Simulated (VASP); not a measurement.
# Ru: single point with PBEsol

The system is Ru.

```
CELL_PARAMETERS angstrom
2.70580 0.00000 0.00000
-1.35290 2.34329 0.00000
0.00000 0.00000 4.41036
ATOMIC_POSITIONS crystal
Ru 0.33333 0.66667 0.25000
Ru 0.66667 0.33333 0.75000
```

This cell differs from its parent crystal: strain +0.000 along x and y, +0.030 along z.

| Property | Result |
| --- | --- |
| Program | VASP 6.6.1 |
| Task | single point |
| Functional | PBEsol |
| Potentials or basis | VASP PAW PBE potentials, release 64 (Ru_pv) |
| Cutoff | 520 eV |
| k mesh | 21 × 21 × 12 |
| Occupations | gaussian, width 0.15 eV |
| Spin | no spin polarisation |
| Dipole correction | no |
| Further INCAR settings | ALGO = Fast; EDIFF = 1e-06; NBANDS = 21 |

```json
{
  "Pressure": "-15.0 GPa",
  "Band gap on the k mesh": "zero (bands 14 and 15 overlap by 2.96 eV)"
}
```

Stress tensor (GPa, compression positive):
```
-10.33   0.00   0.00
  0.00 -10.33   0.00
  0.00   0.00 -24.48
```

Levels at points of the mesh, in eV from the Fermi level:
| k point | band 12 | band 13 | band 14 | band 15 | band 16 | band 17 |
| --- | --- | --- | --- | --- | --- | --- |
| (0.00, 0.00, 0.00) | -1.88 | -1.88 | -1.12 | -1.12 | 0.88 | 1.14 |
| (0.00, 0.00, 0.50) | -2.57 | -2.57 | -2.57 | 0.51 | 0.51 | 0.51 |

Wall time 2.3 min on 1 thread of Intel(R) Xeon(R) Platinum 8259CL CPU @ 2.50GHz (Skylake/Cascade Lake) (shared host), peak memory 0.26 GiB.

Caveat: the cell differs from its parent crystal (strain +0.000 along x and y, +0.030 along z); the stress differs along the axes, from -24 to -10 GPa; the PAW data sets were made with another functional, which shifts forces and pressure a little.
